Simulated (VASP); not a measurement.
The system is LiH.

```
CELL_PARAMETERS angstrom
2.78155 0.00000 0.00000
-1.39077 2.40889 0.00000
0.00000 0.00000 4.87296
ATOMIC_POSITIONS crystal
Li 0.00000 0.00000 0.00000
Li 0.00000 0.00000 0.50000
H 0.33333 0.66667 0.25000
H 0.66667 0.33333 0.75000
```

Base run:

- Program: VASP 6.6.1
- Functional: r2SCAN
- Potentials or basis: VASP PAW PBE potentials, release 64 (Li_sv, H)
- Cutoff: 520 eV
- k mesh: 9 × 9 × 4
- Occupations: gaussian, width 0.01 eV
- Spin: no spin polarisation

Its results: band gap on the k mesh 5.14 eV, indirect (least direct gap 5.67 eV).

Problem. After a change of settings the same cell gave: band gap on the k mesh 5.01 eV, indirect (least direct gap 5.61 eV). Which change was it?
A. k mesh from 9 × 9 × 4 to 12 × 12 × 6
B. functional from r2SCAN to PBE
C. functional from r2SCAN to HSE06; k mesh from 9 × 9 × 4 to 6 × 6 × 4

Solution. A.
